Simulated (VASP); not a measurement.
# InSb (Pm-3m) in VASP: further runs

The runs below take InSb through single point, with PBE+D3(BJ).

Program: VASP 6.6.1. These are calculated values, not measurements. Logs are shortened: lines on timing, memory, paths and dates and some standing lists are left out, and cuts for length are marked.

### 1 The cell of the first run

Symmetry: Pm-3m, No. 221, cubic system. The conventional cell has a = 3.808 Å, b = 3.808 Å, c = 3.808 Å, α = 90.00°, β = 90.00°, γ = 90.00°. In (site symmetry m-3m) has 8 Sb at 3.30 Å and 6 In at 3.81 Å within 4.3 Å. Sb (site symmetry m-3m) has 8 In at 3.30 Å and 6 Sb at 3.81 Å within 4.3 Å.

### 2 Single point, PBE+D3(BJ)

File INCAR:

```
SYSTEM = InSb
  PREC = Accurate
  ENCUT = 520
  EDIFF = 1E-6
  ISMEAR = 0
  SIGMA = 0.15
  LREAL = .False.
  LASPH = .True.
  NELM = 80
  ALGO = Normal
  ISIF = 2
  LWAVE = .False.
  LCHARG = .False.
  GGA = PE
  IVDW = 12
  NBANDS = 16
```

File KPOINTS:

```
regular mesh
0
Gamma
  12 12 12
  0 0 0
```

File POSCAR:

```
InSb
1.0
    3.8076520000      0.0000000000      0.0000000000
    0.0000000000      3.8076520000      0.0000000000
    0.0000000000      0.0000000000      3.8076520000
In Sb
1 1
Direct
    0.0000000000      0.0000000000      0.0000000000
    0.5000000000      0.5000000000      0.5000000000
```

Potentials or basis: VASP PAW PBE potentials, release 64 (In_d, Sb).

The run is started by

```bash
$ cat potpaw_PBE.64/In_d/POTCAR potpaw_PBE.64/Sb/POTCAR > POTCAR
$ mpirun -np 1 vasp_std > vasp.out
```

OUTCAR:

```text
SYSTEM = InSb
   PREC = Accurate
   ENCUT = 520
   EDIFF = 1E-6
   ISMEAR = 0
   LREAL = .False.
   LASPH = .True.
   NELM = 80
   ISIF = 2
   GGA = PE
   IVDW = 12
 IVDW          = 12

 ion  position               nearest neighbor table
   1  0.000  0.000  0.000-   2 3.30   2 3.30   2 3.30   2 3.30   2 3.30   2 3.30   2 3.30   2 3.30

   2  0.500  0.500  0.500-   1 3.30   1 3.30   1 3.30   1 3.30   1 3.30   1 3.30   1 3.30   1 3.30

  LATTYP: Found a simple cubic cell.
 ALAT       =     3.8076520000

  Lattice vectors:

 A1 = (   3.8076520000,   0.0000000000,   0.0000000000)
 A2 = (   0.0000000000,   3.8076520000,   0.0000000000)
 A3 = (   0.0000000000,   0.0000000000,   3.8076520000)

Analysis of symmetry for initial positions (statically):
=====================================================================
 Subroutine PRICEL returns:
 Original cell was already a primitive cell.

 Routine SETGRP: Setting up the symmetry group for a
 simple cubic supercell.

 Subroutine GETGRP returns: Found 48 space group operations
 (whereof 48 operations were pure point group operations)
 out of a pool of 48 trial point group operations.

The static configuration has the point symmetry O_h .

Analysis of symmetry for dynamics (positions and initial velocities):
=====================================================================
 Subroutine PRICEL returns:
 Original cell was already a primitive cell.

 Routine SETGRP: Setting up the symmetry group for a
 simple cubic supercell.

 Subroutine GETGRP returns: Found 48 space group operations
 (whereof 48 operations were pure point group operations)
 out of a pool of 48 trial point group operations.

The dynamic configuration has the point symmetry O_h .

 Subroutine INISYM returns: Found 48 space group operations
 (whereof 48 operations are pure point group operations),
 and found     1 'primitive' translations

----------------------------------------------------------------------------------------

                                     Primitive cell

  volume of cell :      55.2042

  direct lattice vectors                    reciprocal lattice vectors
     3.807652000  0.000000000  0.000000000     0.262629043  0.000000000  0.000000000
     0.000000000  3.807652000  0.000000000     0.000000000  0.262629043  0.000000000
     0.000000000  0.000000000  3.807652000     0.000000000  0.000000000  0.262629043

  length of vectors
     3.807652000  3.807652000  3.807652000     0.262629043  0.262629043  0.262629043
[... 80 lines left out ...]
   NELM   =     80;   NELMIN=  2; NELMDL= -5     # of ELM steps
   EDIFF  = 0.1E-05   stopping-criterion for ELM
   LREAL  =      F    real-space projection
   EDIFFG = 0.1E-04   stopping-criterion for IOM
   NSW    =      0    number of steps for IOM
   IBRION =     -1    ionic relax: 0-MD 1-quasi-New 2-CG
   NFREE  =      0    steps in history (QN), initial steepest desc. (CG)
   ISIF   =      2    stress and relaxation
   ISYM   =      2    0-nonsym 1-usesym 2-fastsym
   POTIM  = 0.5000    time-step for ionic-motion
   TEBEG  =    0.0;   TEEND  =   0.0 temperature during run
   PSTRESS=    0.0 pullay stress
   NELECT =      18.0000    total number of electrons
   NUPDOWN=      -1.0000    fix difference up-down
   EMIN   =  10.00;   EMAX   =-10.00  energy-range for DOS
   EFERMI =   0.00;   METHOD = LEGACY
   ISMEAR =     0;   SIGMA  =   0.15  broadening in eV -4-tet -1-fermi 0-gaus
   EFERMI_NEDOS =   21; number of points for ismear=-14 and -15
   IALGO  =     38    algorithm
   IMIX   =      4    mixing-type and parameters
     AMIX     =   0.40;   BMIX     =  1.00
     AMIX_MAG =   1.60;   BMIX_MAG =  1.00
  volume/ion in A,a.u.               =      27.60       186.27
  Fermi-wavevector in a.u.,A,eV,Ry     =   1.126787  2.129318 17.274616  1.269648
  Thomas-Fermi vector in A             =   2.263470
   LORBIT       =      0    0 simple, 1 ext, 2 COOP (PROOUT), +10 PAW based schemes
   GGA     = PE    functional components
   LHFCALC =     F    Hartree Fock is set to
   AEXX    =    0.0000 exact exchange contribution
   IVDW    =    12    specifies the selected vdW correction
   LEPSILON=     F    determine dielectric tensor
   LRPA    =     F    only Hartree local field effects (RPA)
 non-spin polarized calculation
 Gauss-broadening in eV      SIGMA  =   0.15
  energy-cutoff  :      520.00
  volume of cell :       55.20
 maximum number of plane-waves:      1504
   NGX = 15   NGY = 15   NGZ = 15

 number of electron      17.9999988 magnetization

 Free energy of the ion-electron system (eV)
  ---------------------------------------------------
  ext. energy  EPLUGINS =         0.00000000
  ---------------------------------------------------
  free energy    TOTEN  =        -6.50482500 eV

  energy without entropy =       -6.49299691  energy(sigma->0) =       -6.49891095

 E-fermi :   7.4168     XC(G=0): -10.0587

 val. band max:        7.4058288271   @ k =   0.1667   0.1667   0.0000
 cond. band min:       7.4260312800   @ k =   0.1667   0.0000   0.0000
 fundamental gap:      0.0202024530
 Fermi energy:         7.4167550288

 k-point     1 :       0.0000    0.0000    0.0000
  band No.  band energies     occupation
      1      -7.0627      2.00000
      2      -7.0627      2.00000
      3      -6.9581      2.00000
      4      -6.9581      2.00000
      5      -6.9581      2.00000
      6      -3.8653      2.00000
[... 433 lines left out ...]
      3      -6.9909      2.00000
      4      -6.9821      2.00000
      5      -6.9256      2.00000
      6      -1.5670      2.00000
[... 8 lines left out ...]
     15      16.1621      0.00000
     16      17.3915      0.00000

 [... further k-points ...]

------------------------ aborting loop because EDIFF is reached ----------------------------------------

 Edisp (eV)   -0.81841

 E8    (eV) :    -0.3912

  FORCE on cell =-STRESS in cart. coord.  units (eV):
  Direction    XX          YY          ZZ          XY          YZ          ZX
  --------------------------------------------------------------------------------------
  -------------------------------------------------------------------------------------
  Total      -0.89133    -0.89133    -0.89133    -0.00000    -0.00000     0.00000
  in kB     -25.86879   -25.86879   -25.86879    -0.00000    -0.00000     0.00000
  external pressure =      -25.87 kB  Pullay stress =        0.00 kB

 VOLUME and BASIS-vectors are now :
 -----------------------------------------------------------------------------
  energy-cutoff  :      520.00
  volume of cell :       55.20
      direct lattice vectors                 reciprocal lattice vectors
     3.807652000  0.000000000  0.000000000     0.262629043  0.000000000  0.000000000
     0.000000000  3.807652000  0.000000000     0.000000000  0.262629043  0.000000000
     0.000000000  0.000000000  3.807652000     0.000000000  0.000000000  0.262629043

 POSITION                                       TOTAL-FORCE (eV/Angst)
 -----------------------------------------------------------------------------------
      0.00000      0.00000      0.00000         0.000000      0.000000      0.000000
      1.90383      1.90383      1.90383         0.000000      0.000000      0.000000
 -----------------------------------------------------------------------------------
    total drift:                               -0.000000      0.000000     -0.000000

  FREE ENERGIE OF THE ION-ELECTRON SYSTEM (eV)
  ---------------------------------------------------
  free  energy   TOTEN  =        -7.3232313640 eV

  energy  without entropy=       -7.3114032736  energy(sigma->0) =       -7.31731732
```

Run time: 37 s. Hardware: 1 thread of AMD EPYC 7R13 (Zen 3), shared host; peak memory 0.19 GiB.

What came out:

```
Free energy                : -7.3232 eV
Pressure                   : -2.6 GPa
Band gap on the k mesh     : zero (band 9 reaches 8.68 eV, above the bottom of band 10 at 5.35 eV)
Dispersion energy per atom : -0.409 eV
```

Levels at points of the mesh, in eV from the Fermi level:
| k point | band 5 | band 6 | band 7 | band 8 | band 9 | band 10 | band 11 | band 12 | band 13 | band 14 |
| --- | --- | --- | --- | --- | --- | --- | --- | --- | --- | --- |
| (0.00, 0.00, 0.00) | -14.37 | -11.28 | -2.15 | -0.60 | -0.60 | -0.60 | 4.12 | 4.12 | 8.24 | 8.24 |
| (0.50, 0.00, 0.00) | -14.37 | -9.72 | -6.96 | 1.22 | 1.22 | 2.22 | 2.48 | 3.87 | 3.87 | 5.61 |
| (0.50, 0.50, 0.00) | -14.31 | -8.36 | -4.27 | -4.27 | -4.18 | 1.88 | 5.61 | 5.68 | 5.68 | 7.10 |
| (0.50, 0.50, 0.50) | -14.31 | -7.63 | -2.40 | -2.07 | -2.07 | -2.07 | -0.33 | -0.33 | -0.33 | 15.98 |

Caveat: spin-orbit coupling is left out, which moves the levels of the heavy elements; pairwise dispersion overbinds metals, which lowers pressure and volume.

### 3 Single point, PBE+D3(BJ)

File INCAR:

```
SYSTEM = InSb
  ALGO = Normal
  EDIFF = 1E-6
  ENCUT = 520
  GGA = PE
  ISIF = 2
  ISMEAR = 0
  IVDW = 12
  LASPH = .True.
  LCHARG = .False.
  LREAL = .False.
  LWAVE = .False.
  NBANDS = 16
  NELM = 100
  PREC = Accurate
  SIGMA = 0.15
```

File KPOINTS:

```
k-points
0
Gamma
  14 14 14
  0 0 0
```

POSCAR is that of step 2.

Potentials or basis: VASP PAW PBE potentials, release 64 (In_d, Sb).

The run is started by

```bash
$ cat potpaw_PBE.64/In_d/POTCAR potpaw_PBE.64/Sb/POTCAR > POTCAR
$ mpirun -np 1 vasp_std > vasp.out
```

It took 50 s on 1 thread of AMD EPYC 7R13 (Zen 3), shared host; peak memory 0.22 GiB.

Results (log left out):

| Item | Value |
| --- | --- |
| Free energy | -7.3126 eV |
| Pressure | -2.5 GPa |
| Band gap on the k mesh | zero (band 9 reaches 8.67 eV, above the bottom of band 10 at 5.35 eV) |
| Dispersion energy per atom | -0.409 eV |

Levels at points of the mesh, in eV from the Fermi level:
| k point | band 5 | band 6 | band 7 | band 8 | band 9 | band 10 | band 11 | band 12 | band 13 | band 14 |
| --- | --- | --- | --- | --- | --- | --- | --- | --- | --- | --- |
| (0.00, 0.00, 0.00) | -14.36 | -11.27 | -2.14 | -0.59 | -0.59 | -0.59 | 4.13 | 4.13 | 8.25 | 8.25 |
| (0.50, 0.00, 0.00) | -14.35 | -9.71 | -6.95 | 1.23 | 1.23 | 2.23 | 2.49 | 3.88 | 3.88 | 5.62 |
| (0.50, 0.50, 0.00) | -14.30 | -8.35 | -4.26 | -4.26 | -4.17 | 1.88 | 5.62 | 5.69 | 5.69 | 7.10 |
| (0.50, 0.50, 0.50) | -14.29 | -7.63 | -2.38 | -2.06 | -2.06 | -2.06 | -0.32 | -0.32 | -0.32 | 15.98 |

Caveat: spin-orbit coupling is left out, which moves the levels of the heavy elements; pairwise dispersion overbinds metals, which lowers pressure and volume.
